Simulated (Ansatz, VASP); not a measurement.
One calculation of GePt, two programs

```
CELL_PARAMETERS angstrom
5.82881 0.00000 0.00000
0.00000 3.74382 0.00000
0.00000 0.00000 6.18918
ATOMIC_POSITIONS crystal
Ge 0.18672 0.25000 0.58748
Ge 0.31328 0.75000 0.08748
Ge 0.68672 0.25000 0.91252
Ge 0.81328 0.75000 0.41252
Pt 0.99813 0.25000 0.19298
Pt 0.50187 0.75000 0.69298
Pt 0.49813 0.25000 0.30702
Pt 0.00187 0.75000 0.80702
```

Alike in both runs: functional PBE; k mesh 6 × 10 × 6; occupations gaussian, width 0.1 eV; no spin polarisation.

Ansatz relaxed the structure, and its values are those at the end. VASP's run is a single point on that final structure, the one shown.

|  | VASP | Ansatz |
| --- | --- | --- |
| version | VASP 6.6.1 | Ansatz 0.2.0 |
| potentials or method | VASP PAW PBE potentials, release 64 (Ge_d, Pt), cutoff 520 eV | scalar-relativistic, plane waves, PAW |
| valence electrons in the cell | 96 | 128 |

```csv
,VASP,Ansatz,Ansatz less VASP
gap on the k mesh at the Fermi level (eV),none,none,-
pressure (GPa),0.0,0.0,+0.03
```

A gap of «none» marks a metal or a gap that the smearing closes. The functional is the same, so the differences come from potentials, cutoffs and numerics. VASP's potentials hold 96 valence electrons a cell and Ansatz's 128, so a difference there can come from the potentials and not from the codes.

Spin-orbit coupling is off throughout.
